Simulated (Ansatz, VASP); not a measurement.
**SiC: VASP beside Ansatz**

POSCAR

```
SiC
1.0
    0.0000000000      2.1790000000      2.1790000000
    2.1790000000      0.0000000000      2.1790000000
    2.1790000000      2.1790000000      0.0000000000
Si C
1 1
Direct
    0.0000000000      0.0000000000      0.0000000000
    0.2500000000      0.2500000000      0.2500000000
```

The input INCAR.step1:

```
SYSTEM = SiC
PREC = Accurate
ENCUT = 520
EDIFF = 1E-5
ISMEAR = -1
SIGMA = 0.1
LREAL = .FALSE.
LASPH = .TRUE.
NELM = 120
ALGO = Normal
ISIF = 2
LWAVE = .TRUE.
LCHARG = .FALSE.
GGA = PE
NBANDS = 11
GGA_COMPAT = .FALSE.
```

INCAR.step2

```
SYSTEM = SiC
PREC = Accurate
ENCUT = 520
EDIFF = 1E-6
ISMEAR = -1
SIGMA = 0.1
LREAL = .FALSE.
LASPH = .TRUE.
NELM = 120
ALGO = Normal
ISIF = 2
LWAVE = .FALSE.
LCHARG = .FALSE.
GGA = PE
LHFCALC = .TRUE.
AEXX = 0.25
HFSCREEN = 0.3
PRECFOCK = Normal
ISTART = 1
NBANDS = 11
GGA_COMPAT = .FALSE.
```

The input KPOINTS:

```
regular mesh
0
G
  7 7 7
  0 0 0
```

File input.yaml:

```yaml
crystal:
  lattice: { a: 4.358, b: 4.358, c: 4.358, alpha: 90.0, beta: 90.0, gamma: 90.0 }
  space_group: 216
  reduce_to_primitive: true
  atoms:
    - { symbol: Si, wyckoff: "4a", position: [0.0, 0.0, 0.0] }
    - { symbol: C, wyckoff: "4c", position: [0.25, 0.25, 0.25] }
hamiltonian:
  xc: { exchange: pbe, correlation: pbe, exx: { coeff: 0.25, omega: 0.3 } }
  pseudopotentials: { kind: paw, source: jth }
kpoints:
  mp_grid: { grid: [7, 7, 7] }
scf:
  occupations: { method: fermi_dirac, width: 0.1 }
output:
  forces: true
  stress: true
  eigenvalues: true
  write_density: true
  write_potential: true
  elf: true
  volumetric_format: npy
```

Alike in both runs: task single point; functional PBE-based screened hybrid; k mesh 7 × 7 × 7; occupations fermi-dirac, width 0.1 eV; no spin polarisation.

|  | VASP | Ansatz |
| --- | --- | --- |
| version | VASP 6.6.1 | Ansatz 0.2.0 |
| potentials or method | VASP PAW PBE potentials, release 64 (Si, C) | JTH PAW |
| plane-wave cutoff (eV) | 520 | 780 |
| valence electrons in the cell | 8 | 8 |

|  | VASP | Ansatz | Ansatz less VASP |
| --- | --- | --- | --- |
| gap on the k mesh at the Fermi level (eV) | 2.29 | 2.29 | 0.000 |
| least direct gap on the mesh (eV) | 5.64 | 5.66 | +0.021 |
| pressure (GPa) | -1.4 | -1.7 | -0.23 |

VASP's potentials were made for PBE, not for PBE-based screened hybrid.

Noted on Ansatz's run: odd divisions of the mesh miss points on the zone boundary, where band edges often lie, so the gap on the mesh can be too wide.
